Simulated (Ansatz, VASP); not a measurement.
**Ni: VASP beside Ansatz**

The input INCAR:

```
PREC = Accurate
ENCUT = 520
EDIFF = 1E-6
ISMEAR = -1
SIGMA = 0.05
LREAL = F
LASPH = T
NELM = 150
ALGO = Normal
ISIF = 2
LWAVE = F
LCHARG = T
ISPIN = 2
MAGMOM = 0.71 0.71
LORBIT = 11
LMAXMIX = 4
GGA = RP
LELF = T
LVHAR = T
NBANDS = 21
```

The input KPOINTS:

```
Automatic mesh
0
Gamma
  16 16 9
```

The input POSCAR:

```
Ni
1.0
    2.4796765337      0.0000000000      0.0000000000
   -1.2398382669      2.1474628714      0.0000000000
    0.0000000000      0.0000000000      4.0604234627
Ni
2
Direct
    0.3333333333      0.6666666667      0.2500000000
    0.6666666667      0.3333333333      0.7500000000
```

Input for Ansatz:

```yaml
crystal:
  lattice:
    - [2.4796765337, 0.0, 0.0]
    - [-1.2398382669, 2.1474628714, 0.0]
    - [0.0, 0.0, 4.0604234627]
  atoms:
    - { symbol: Ni, position: [0.3333333333, 0.6666666667, 0.25], spin: 0.71 }
    - { symbol: Ni, position: [0.6666666667, 0.3333333333, 0.75], spin: 0.71 }
hamiltonian:
  xc: rpbe
  pseudopotentials:
    kind: paw
    azcp:
      Ni: "pseudopotentials/Ni.paw.azcp"
basis:
  ecutwfc: 420
  fft_grid_basis: typed
kpoints:
  mp_grid: { grid: [16, 16, 9], shift: [0, 0, 0] }
magnetization:
  spin_polarized: true
scf:
  occupations: { method: fermi_dirac, width: 0.05 }
  lower_state_search: "off"
output:
  stress: true
```

Alike in both runs: task single point; functional RPBE; k mesh 16 × 16 × 9; occupations fermi-dirac, width 0.05 eV; collinear spin.

|  | VASP | Ansatz |
| --- | --- | --- |
| version | VASP 6.6.1 | Ansatz 0.2.0 |
| potentials or method | VASP PAW PBE potentials, release 64 (Ni), cutoff 520 eV | plane waves (420 eV) with PAW, scalar-relativistic |
| valence electrons in the cell | 20 | 36 |

Ansatz gave:

| Item | Value |
| --- | --- |
| pressure (GPa) | 7.8 |
| traceless stress, the component that is largest in VASP (GPa) | 0.51 |
| net moment per atom (μB) | 0.65 |
| size of the moment on the site where the two differ most (μB) | 0.69 |

Problem. Which values does VASP return?

Solution. Pressure (GPa): 7.6; traceless stress, the component that is largest in VASP (GPa): 0.62; net moment per atom (μB): 0.62; size of the moment on the site where the two differ most (μB): 0.63.

VASP's potentials were made for PBE, not for RPBE. Site moments also hang on the region over which each program counts them. The functional is the same, so the differences come from potentials, cutoffs and numerics. VASP's potentials hold 20 valence electrons a cell and Ansatz's 36, so a difference there can come from the potentials and not from the codes.
